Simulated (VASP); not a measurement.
A run of VASP 6.6.1:

Contents of INCAR:

```
ALGO = Normal
EDIFF = 1E-7
ENCUT = 520
ISIF = 2
ISMEAR = -1
ISPIN = 2
LASPH = T
LCHARG = F
LDAU = T
LDAUJ = 0 0
LDAUL = 3 -1
LDAUPRINT = 1
LDAUTYPE = 2
LDAUU = 6 0
LMAXMIX = 6
LORBIT = 11
LREAL = F
LWAVE = F
MAGMOM = 0.7 0 0
NBANDS = 23
NELM = 150
PREC = Accurate
SIGMA = 0.05
```

Contents of KPOINTS:

```
k-points
0
Gamma
  6 6 6
```

File POSCAR:

```
CeO2
1.0
   -0.0107296847      2.7036393545      2.7036393545
    2.6769423836      0.0053171481      2.6875925218
    2.6769423836      2.6875925218      0.0053171481
Ce O
1 2
Direct
    0.0000000000      0.0000000000      0.0000000000
    0.2506994437      0.2496451379      0.2496451379
    0.7493005563      0.7503548621      0.7503548621
```

Potentials or basis: VASP PAW LDA potentials, release 64 (Ce, O).

Launch:

```sh
$ cat potpaw_LDA.64/Ce/POTCAR potpaw_LDA.64/O/POTCAR > POTCAR
$ mpirun -np 1 vasp_std > vasp.out
```

Hardware: 1 thread of Oxide Virtual Turin-like Processor (shared host).

Question: How long does it take, and how much memory?

Answer: Run time: 3.6 min on 1 thread of Oxide Virtual Turin-like Processor, on a shared host, peak memory 0.2 GiB. Counts: scf iterations 20, k points 68.
